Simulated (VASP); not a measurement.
## Ir: single point with r2SCAN

The system is Ir.

```
Ir
1.0
     0.00000    1.89086    1.89086
     1.89086    0.00000    1.89086
     1.89086    1.89086    0.00000
Ir
1
Direct
  0.00000 0.00000 0.00000
```

```json
{
 "Program": "VASP 6.6.1",
 "Task": "single point",
 "Functional": "r2SCAN",
 "Potentials or basis": "VASP PAW PBE potentials, release 64 (Ir)",
 "Cutoff": "520 eV",
 "k mesh": "8 × 8 × 8",
 "Occupations": "gaussian, width 0.1 eV",
 "Spin": "no spin polarisation"
}
```

```
Pressure               : 25.9 GPa
Band gap on the k mesh : zero (an odd number of electrons rules out a gap without spin polarisation)
```

Levels at points of the mesh, in eV from the Fermi level:
```csv
k point,band 1,band 2,band 3,band 4,band 5,band 6,band 7,band 8,band 9
"(0.00, 0.00, 0.00)",-12.12,-4.36,-4.36,-4.36,-1.45,-1.45,14.89,21.06,21.06
"(0.50, 0.00, 0.00)",-9.01,-4.54,-4.54,-0.90,0.94,0.94,8.08,14.54,21.15
"(0.50, 0.50, 0.00)",-8.86,-8.24,0.84,1.63,1.63,1.70,11.66,12.48,12.48
```

It took 43 s on 1 thread of Intel(R) Xeon(R) Platinum 8259CL CPU @ 2.50GHz (Skylake/Cascade Lake), on a shared host, peak memory 0.13 GiB.

Caveat: the cell stands under pressure; the PAW data sets were made with another functional, which shifts forces and pressure a little; spin-orbit coupling is left out, which moves the levels of the heavy elements.
